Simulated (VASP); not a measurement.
# CO2 in VASP: notebook, part 2 of 3

VASP 6.6.1. Earlier steps stand in the parts before.

## Step 3: Single point, PBE (volume 19.710 Å^3 an atom, c/a of the conventional cell 1.0000)

INCAR

```
PREC     = Accurate       # precision mode
ENCUT    = 520            # plane-wave cutoff, eV
EDIFF    = 1E-7           # SCF threshold, eV
ISMEAR   = 0              # smearing method
SIGMA    = 0.05           # smearing width, eV
LREAL    = False          # projectors in reciprocal space
LASPH    = True           # aspherical terms in the spheres
NELM     = 80             # most SCF steps
ALGO     = Normal         # electronic algorithm
ISIF     = 2              # what is computed and relaxed
LWAVE    = False          # write WAVECAR
LCHARG   = False          # write CHGCAR
GGA      = PE             # functional
NBANDS   = 44             # bands
```

KPOINTS

```
regular mesh
0
Gamma
  4 4 4
```

POSCAR

```
CO2
1.0
    6.1842820733      0.0000000000      0.0000000000
    0.0000000000      6.1842820733      0.0000000000
    0.0000000000      0.0000000000      6.1842820733
C O
4 8
Direct
    0.0000000000      0.0000000000      0.0000000000
    0.5000000000      0.0000000000      0.5000000000
    0.5000000000      0.5000000000      0.0000000000
    0.0000000000      0.5000000000      0.5000000000
    0.1114834447      0.1114834447      0.1114834447
    0.3885165553      0.8885165553      0.6114834447
    0.6114834447      0.3885165553      0.8885165553
    0.8885165553      0.6114834447      0.3885165553
    0.8885165553      0.8885165553      0.8885165553
    0.6114834447      0.1114834447      0.3885165553
    0.3885165553      0.6114834447      0.1114834447
    0.1114834447      0.3885165553      0.6114834447
```

Potentials or basis: VASP PAW PBE potentials, release 64 (C, O).

Command:

```bash
$ cat potpaw_PBE.64/C/POTCAR potpaw_PBE.64/O/POTCAR > POTCAR
$ mpirun -np 1 vasp_std > vasp.out
```

OUTCAR:

```text
PREC = Accurate
   ENCUT = 520
   EDIFF = 1E-7
   ISMEAR = 0
   LREAL = False
   LASPH = True
   NELM = 80
   ISIF = 2
   GGA = PE

 ion  position               nearest neighbor table
   1  0.000  0.000  0.000-   5 1.19   9 1.19
   2  0.500  0.000  0.500-   6 1.19  10 1.19
   3  0.500  0.500  0.000-   7 1.19  11 1.19
   4  0.000  0.500  0.500-   8 1.19  12 1.19
   5  0.111  0.111  0.111-   1 1.19
   6  0.389  0.889  0.611-   2 1.19
   7  0.611  0.389  0.889-   3 1.19
   8  0.889  0.611  0.389-   4 1.19
   9  0.889  0.889  0.889-   1 1.19
  10  0.611  0.111  0.389-   2 1.19
  11  0.389  0.611  0.111-   3 1.19
  12  0.111  0.389  0.611-   4 1.19

  LATTYP: Found a simple cubic cell.
 ALAT       =     6.1842820733

  Lattice vectors:

 A1 = (   6.1842820733,   0.0000000000,   0.0000000000)
 A2 = (   0.0000000000,   6.1842820733,   0.0000000000)
 A3 = (   0.0000000000,   0.0000000000,   6.1842820733)

Analysis of symmetry for initial positions (statically):
=====================================================================
 Subroutine PRICEL returns:
 Original cell was already a primitive cell.

 Routine SETGRP: Setting up the symmetry group for a
 simple cubic supercell.

 Subroutine GETGRP returns: Found 24 space group operations
 (whereof  6 operations were pure point group operations)
 out of a pool of 48 trial point group operations.

The static configuration has the point symmetry S_6 .
 The point group associated with its full space group is T_h .

Analysis of symmetry for dynamics (positions and initial velocities):
=====================================================================
 Subroutine PRICEL returns:
 Original cell was already a primitive cell.

 Routine SETGRP: Setting up the symmetry group for a
 simple cubic supercell.

 Subroutine GETGRP returns: Found 24 space group operations
 (whereof  6 operations were pure point group operations)
 out of a pool of 48 trial point group operations.

The dynamic configuration has the point symmetry S_6 .
 The point group associated with its full space group is T_h .

 Subroutine INISYM returns: Found 24 space group operations
 (whereof  6 operations are pure point group operations),
 and found     1 'primitive' translations

----------------------------------------------------------------------------------------

                                     Primitive cell

  volume of cell :     236.5200

  direct lattice vectors                    reciprocal lattice vectors
     6.184282073  0.000000000  0.000000000     0.161700257  0.000000000  0.000000000
     0.000000000  6.184282073  0.000000000     0.000000000  0.161700257  0.000000000
     0.000000000  0.000000000  6.184282073     0.000000000  0.000000000  0.161700257

  length of vectors
     6.184282073  6.184282073  6.184282073     0.161700257  0.161700257  0.161700257

  position of ions in fractional coordinates (direct lattice)
     0.000000000  0.000000000  0.000000000
[... 63 lines left out ...]
  0.500000  0.250000  0.250000     12.000000
  0.500000  0.500000  0.250000      6.000000
  0.500000  0.500000  0.500000      1.000000
   k-points           NKPTS =     11   k-points in BZ     NKDIM =     11   number of bands    NBANDS=     44
   number of dos      NEDOS =    301   number of ions     NIONS =     12
   total plane-waves  NPLWV = 110592
   dimension x,y,z NGX =    48 NGY =   48 NGZ =   48
   dimension x,y,z NGXF=    96 NGYF=   96 NGZF=   96
   ions per type =               4   8
   NGX,Y,Z   is equivalent  to a cutoff of  12.90, 12.90, 12.90 a.u.
   NGXF,Y,Z  is equivalent  to a cutoff of  25.81, 25.81, 25.81 a.u.
 SYSTEM =  unknown system
   PREC   = accura    normal or accurate (medium, high low for compatibility)
   ISTART =      0    job   : 0-new  1-cont  2-samecut
   ICHARG =      2    charge: 1-file 2-atom 10-const
   ISPIN  =      1    spin polarized calculation?
   LNONCOLLINEAR =      F non collinear calculations
   LSORBIT =      F    spin-orbit coupling
   LASPH  =      T    aspherical Exc in radial PAW
   ENCUT  =  520.0 eV  38.22 Ry    6.18 a.u.  11.50 11.50 11.50*2*pi/ulx,y,z
   NELM   =     80;   NELMIN=  2; NELMDL= -5     # of ELM steps
   EDIFF  = 0.1E-06   stopping-criterion for ELM
   LREAL  =      F    real-space projection
   EDIFFG = 0.1E-05   stopping-criterion for IOM
   NSW    =      0    number of steps for IOM
   IBRION =     -1    ionic relax: 0-MD 1-quasi-New 2-CG
   NFREE  =      0    steps in history (QN), initial steepest desc. (CG)
   ISIF   =      2    stress and relaxation
   ISYM   =      2    0-nonsym 1-usesym 2-fastsym
   POTIM  = 0.5000    time-step for ionic-motion
   TEBEG  =    0.0;   TEEND  =   0.0 temperature during run
   PSTRESS=    0.0 pullay stress
   NELECT =      64.0000    total number of electrons
   NUPDOWN=      -1.0000    fix difference up-down
   EMIN   =  10.00;   EMAX   =-10.00  energy-range for DOS
   EFERMI =   0.00;   METHOD = LEGACY
   ISMEAR =     0;   SIGMA  =   0.05  broadening in eV -4-tet -1-fermi 0-gaus
   EFERMI_NEDOS =   21; number of points for ismear=-14 and -15
   IALGO  =     38    algorithm
   IMIX   =      4    mixing-type and parameters
     AMIX     =   0.40;   BMIX     =  1.00
     AMIX_MAG =   1.60;   BMIX_MAG =  1.00
  volume/ion in A,a.u.               =      19.71       133.01
  Fermi-wavevector in a.u.,A,eV,Ry     =   1.058877  2.000987 15.255132  1.121221
  Thomas-Fermi vector in A             =   2.194202
   LORBIT       =      0    0 simple, 1 ext, 2 COOP (PROOUT), +10 PAW based schemes
   GGA     = PE    functional components
   LHFCALC =     F    Hartree Fock is set to
   AEXX    =    0.0000 exact exchange contribution
   IVDW    =     0    specifies the selected vdW correction
   LEPSILON=     F    determine dielectric tensor
   LRPA    =     F    only Hartree local field effects (RPA)
 non-spin polarized calculation
 Gauss-broadening in eV      SIGMA  =   0.05
  energy-cutoff  :      520.00
  volume of cell :      236.52
 maximum number of plane-waves:      6408
 NGX is ok and might be reduce to    48
   NGX = 23   NGY = 23   NGZ = 23

 number of electron      63.9999973 magnetization

 Free energy of the ion-electron system (eV)
  ---------------------------------------------------
  ext. energy  EPLUGINS =         0.00000000
  ---------------------------------------------------
  free energy    TOTEN  =       -92.14720784 eV

  energy without entropy =      -92.14720784  energy(sigma->0) =      -92.14720784

 E-fermi :  -4.7928     XC(G=0):  -6.6681

 val. band max:       -5.0515791844   @ k =   0.0000   0.0000   0.0000
 cond. band min:       1.3711386659   @ k =   0.0000   0.0000   0.0000
 fundamental gap:      6.4227178503
 Fermi energy:        -4.7927527772

 k-point     1 :       0.0000    0.0000    0.0000
  band No.  band energies     occupation
      1     -25.1180      2.00000
      2     -25.0442      2.00000
      3     -25.0442      2.00000
      4     -25.0442      2.00000
      5     -24.0686      2.00000
      6     -24.0686      2.00000
[... 506 lines left out ...]
     43       3.8039      0.00000
     44       3.8039      0.00000

------------------------ aborting loop because EDIFF is reached ----------------------------------------

  FORCE on cell =-STRESS in cart. coord.  units (eV):
  Direction    XX          YY          ZZ          XY          YZ          ZX
  --------------------------------------------------------------------------------------
  -------------------------------------------------------------------------------------
  Total       -5.9701317     -5.9701317     -5.9701317      0.0000000     -0.0000000      0.0000000
  in kB      -40.4414409    -40.4414409    -40.4414409      0.0000000     -0.0000000      0.0000000
  external PRESSURE =     -40.4414409 kB  Pullay stress =       0.0000000 kB

 VOLUME and BASIS-vectors are now :
 -----------------------------------------------------------------------------
  energy-cutoff  :      520.00
  volume of cell :      236.52
      direct lattice vectors                 reciprocal lattice vectors
     6.184282073  0.000000000  0.000000000     0.161700257  0.000000000  0.000000000
     0.000000000  6.184282073  0.000000000     0.000000000  0.161700257  0.000000000
     0.000000000  0.000000000  6.184282073     0.000000000  0.000000000  0.161700257

 POSITION                                       TOTAL-FORCE (eV/Angst)
 -----------------------------------------------------------------------------------
      0.00000      0.00000      0.00000         0.000000     -0.000000     -0.000000
      3.09214      0.00000      3.09214         0.000000     -0.000000     -0.000000
      3.09214      3.09214      0.00000         0.000000     -0.000000     -0.000000
      0.00000      3.09214      3.09214         0.000000     -0.000000     -0.000000
      0.68945      0.68945      0.68945        -1.005488     -1.005488     -1.005488
      2.40270      5.49484      3.78159         1.005488      1.005488     -1.005488
      3.78159      2.40270      5.49484        -1.005488      1.005488      1.005488
      5.49484      3.78159      2.40270         1.005488     -1.005488      1.005488
      5.49484      5.49484      5.49484         1.005488      1.005488      1.005488
      3.78159      0.68945      2.40270        -1.005488     -1.005488      1.005488
      2.40270      3.78159      0.68945         1.005488     -1.005488     -1.005488
      0.68945      2.40270      3.78159        -1.005488      1.005488     -1.005488
 -----------------------------------------------------------------------------------
    total drift:                                0.000000      0.000000      0.000000

  FREE ENERGIE OF THE ION-ELECTRON SYSTEM (eV)
  ---------------------------------------------------
  free  energy   TOTEN  =       -92.1472078400 eV

  energy  without entropy=      -92.1472078400  energy(sigma->0) =      -92.14720784
```

It took 53 s on 1 thread of Intel Xeon 6975P-C (Granite Rapids), shared host; peak memory 0.34 GiB.

Results:

- Free energy: -92.1472 eV
- Pressure: -4.0 GPa
- Largest force: 1.742 eV/Å
- Band gap on the k mesh: 6.42 eV, direct

Forces on the atoms (eV/Å):
```
C    0.000  0.000  0.000
C    0.000  0.000  0.000
C    0.000  0.000  0.000
C    0.000  0.000  0.000
O   -1.005 -1.005 -1.005
O    1.005  1.005 -1.005
O   -1.005  1.005  1.005
O    1.005 -1.005  1.005
O    1.005  1.005  1.005
O   -1.005 -1.005  1.005
O    1.005 -1.005 -1.005
O   -1.005  1.005 -1.005
```

Levels at points of the mesh, in eV from the valence-band top:
```csv
k point,band 30,band 31,band 32,band 33,band 34,band 35
"(0.00, 0.00, 0.00)",-0.10,0.00,0.00,6.42,7.82,7.82
"(0.50, 0.00, 0.00)",-0.15,-0.04,-0.04,7.65,7.65,7.78
"(0.50, 0.50, 0.00)",-0.14,-0.14,-0.14,7.76,7.76,7.76
"(0.50, 0.50, 0.50)",-0.16,-0.16,-0.16,7.79,7.79,7.79
```

Caveat: forces of over 1 eV/Å act on the atoms, so gaps and moduli don't describe the material at rest.

[end of part 2 of 3]
